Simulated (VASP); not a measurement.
# Yb (Fm-3m) in VASP: notebook, part 2 of 2

VASP 6.6.1. The steps go on from the part before.

### Step 3. Single point, PBE (42.93 Å³/atom)

This run uses another cell than the first one, of 42.93 Å³/atom.

File INCAR:

```
PREC     = Accurate       # precision mode
ENCUT    = 520            # plane-wave cutoff, eV
EDIFF    = 1E-6           # SCF threshold, eV
ISMEAR   = -1             # smearing method
SIGMA    = 0.05           # smearing width, eV
LREAL    = False          # projectors in reciprocal space
LASPH    = True           # aspherical terms in the spheres
NELM     = 80             # most SCF steps
ALGO     = Normal         # electronic algorithm
ISIF     = 2              # what is computed and relaxed
LWAVE    = False          # write WAVECAR
LCHARG   = False          # write CHGCAR
GGA      = PE             # functional
NBANDS   = 18             # bands
```

File KPOINTS:

```
Automatic mesh
0
Gamma
  12 12 12
```

File POSCAR:

```
Yb
1.0
    0.0000000000      2.7791975606      2.7791975606
    2.7791975606      0.0000000000      2.7791975606
    2.7791975606      2.7791975606      0.0000000000
Yb
1
Direct
    0.0000000000      0.0000000000      0.0000000000
```

Potentials or basis: VASP PAW PBE potentials, release 64 (Yb).

Launch:

```console
$ cat potpaw_PBE.64/Yb/POTCAR > POTCAR
$ mpirun -np 1 vasp_std > vasp.out
```

OUTCAR:

```text
PREC = Accurate
   ENCUT = 520
   EDIFF = 1E-6
   ISMEAR = -1
   LREAL = False
   LASPH = True
   NELM = 80
   ISIF = 2
   GGA = PE

 ion  position               nearest neighbor table
   1  0.000  0.000  0.000-

  LATTYP: Found a face centered cubic cell.
 ALAT       =     5.5583951212

  Lattice vectors:

 A1 = (   0.0000000000,   2.7791975606,   2.7791975606)
 A2 = (   2.7791975606,   0.0000000000,   2.7791975606)
 A3 = (   2.7791975606,   2.7791975606,   0.0000000000)

Analysis of symmetry for initial positions (statically):
=====================================================================
 Subroutine PRICEL returns:
 Original cell was already a primitive cell.

 Routine SETGRP: Setting up the symmetry group for a
 face centered cubic supercell.

 Subroutine GETGRP returns: Found 48 space group operations
 (whereof 48 operations were pure point group operations)
 out of a pool of 48 trial point group operations.

The static configuration has the point symmetry O_h .

Analysis of symmetry for dynamics (positions and initial velocities):
=====================================================================
 Subroutine PRICEL returns:
 Original cell was already a primitive cell.

 Routine SETGRP: Setting up the symmetry group for a
 face centered cubic supercell.

 Subroutine GETGRP returns: Found 48 space group operations
 (whereof 48 operations were pure point group operations)
 out of a pool of 48 trial point group operations.

The dynamic configuration has the point symmetry O_h .

 Subroutine INISYM returns: Found 48 space group operations
 (whereof 48 operations are pure point group operations),
 and found     1 'primitive' translations

[... 91 lines left out ...]
   NELM   =     80;   NELMIN=  2; NELMDL= -5     # of ELM steps
   EDIFF  = 0.1E-05   stopping-criterion for ELM
   LREAL  =      F    real-space projection
   EDIFFG = 0.1E-04   stopping-criterion for IOM
   NSW    =      0    number of steps for IOM
   IBRION =     -1    ionic relax: 0-MD 1-quasi-New 2-CG
   NFREE  =      0    steps in history (QN), initial steepest desc. (CG)
   ISIF   =      2    stress and relaxation
   ISYM   =      2    0-nonsym 1-usesym 2-fastsym
   POTIM  = 0.5000    time-step for ionic-motion
   TEBEG  =    0.0;   TEEND  =   0.0 temperature during run
   PSTRESS=    0.0 pullay stress
   NELECT =      24.0000    total number of electrons
   NUPDOWN=      -1.0000    fix difference up-down
   EMIN   =  10.00;   EMAX   =-10.00  energy-range for DOS
   EFERMI =   0.00;   METHOD = LEGACY
   ISMEAR =    -1;   SIGMA  =   0.05  broadening in eV -4-tet -1-fermi 0-gaus
   EFERMI_NEDOS =   21; number of points for ismear=-14 and -15
   IALGO  =     38    algorithm
   IMIX   =      4    mixing-type and parameters
     AMIX     =   0.40;   BMIX     =  1.00
     AMIX_MAG =   1.60;   BMIX_MAG =  1.00
  volume/ion in A,a.u.               =      42.93       289.72
  Fermi-wavevector in a.u.,A,eV,Ry     =   1.348598  2.548481 24.745139  1.818716
  Thomas-Fermi vector in A             =   2.476254
   LORBIT       =      0    0 simple, 1 ext, 2 COOP (PROOUT), +10 PAW based schemes
   GGA     = PE    functional components
[... 5 lines left out ...]
 non-spin polarized calculation
  energy-cutoff  :      520.00
  volume of cell :       42.93
 maximum number of plane-waves:      1185
 NGX is ok and might be reduce to    30
   NGX = 15   NGY = 15   NGZ = 15

 number of electron      24.0000012 magnetization

 Free energy of the ion-electron system (eV)
  ---------------------------------------------------
  ext. energy  EPLUGINS =         0.00000000
  ---------------------------------------------------
  free energy    TOTEN  =        -3.49708103 eV

  energy without entropy =       -3.47857797  energy(sigma->0) =       -3.48782950

 E-fermi :   1.0484     XC(G=0):  -8.6979

 val. band max:        1.0464456895   @ k =  -0.4167   0.2500   0.0000
 cond. band min:       1.0638192396   @ k =  -0.3333   0.3333   0.1667
 fundamental gap:      0.0173735501
 Fermi energy:         1.0483804721

 k-point     1 :       0.0000    0.0000    0.0000
  band No.  band energies     occupation
      1     -50.8206      2.00000
      2     -23.0994      2.00000
      3     -23.0994      2.00000
      4     -23.0994      2.00000
      5      -3.7190      2.00000
      6       0.6330      1.99951
[... 481 lines left out ...]
      5      -0.2089      2.00000
      6       0.6527      1.99927
[... 10 lines left out ...]
     17       6.4284      0.00000
     18       7.3684      0.00000

 [... further k-points ...]
[... 5 lines left out ...]
  --------------------------------------------------------------------------------------
  -------------------------------------------------------------------------------------
  Total       -0.5581413     -0.5581413     -0.5581413     -0.0000000      0.0000000      0.0000000
  in kB      -20.8289076    -20.8289076    -20.8289076     -0.0000000      0.0000000      0.0000000
  external PRESSURE =     -20.8289076 kB  Pullay stress =       0.0000000 kB

 VOLUME and BASIS-vectors are now :
 -----------------------------------------------------------------------------
  energy-cutoff  :      520.00
  volume of cell :       42.93
      direct lattice vectors                 reciprocal lattice vectors
     0.000000000  2.779197561  2.779197561    -0.179908045  0.179908045  0.179908045
     2.779197561  0.000000000  2.779197561     0.179908045 -0.179908045  0.179908045
     2.779197561  2.779197561  0.000000000     0.179908045  0.179908045 -0.179908045

 POSITION                                       TOTAL-FORCE (eV/Angst)
 -----------------------------------------------------------------------------------
      0.00000      0.00000      0.00000        -0.000000      0.000000      0.000000
 -----------------------------------------------------------------------------------
    total drift:                               -0.000000     -0.000000      0.000000

  FREE ENERGIE OF THE ION-ELECTRON SYSTEM (eV)
  ---------------------------------------------------
  free  energy   TOTEN  =        -3.4970810251 eV

  energy  without entropy=       -3.4785779711  energy(sigma->0) =       -3.48782950
```

stdout:

```text
POSCAR found type information on POSCAR Yb
 POSCAR found :  1 types and       1 ions
 scaLAPACK will be used
 LDA part: xc-table for (Slater+PW92), standard interpolation
 POSCAR, INCAR and KPOINTS ok, starting setup
 FFT: planning ... GRIDC
 FFT: planning ... GRID_SOFT
 FFT: planning ... GRID
 WAVECAR not read
 entering main loop
```

Run time: 3.1 min. Hardware: 1 thread of Intel Xeon 8259CL, shared host; peak memory 0.22 GiB.

What came out:

```
Free energy            : -3.4971 eV
Pressure               : -2.1 GPa
Band gap on the k mesh : zero (bands 12 and 13 overlap by 0.10 eV)
```

Caveat: spin-orbit coupling is left out, which moves the levels of the heavy elements. Spin polarisation is off, so any magnetic state and its effect on volume and gap are missing.

The gap in the log of VASP goes by the Fermi energy; the results here count the filled bands.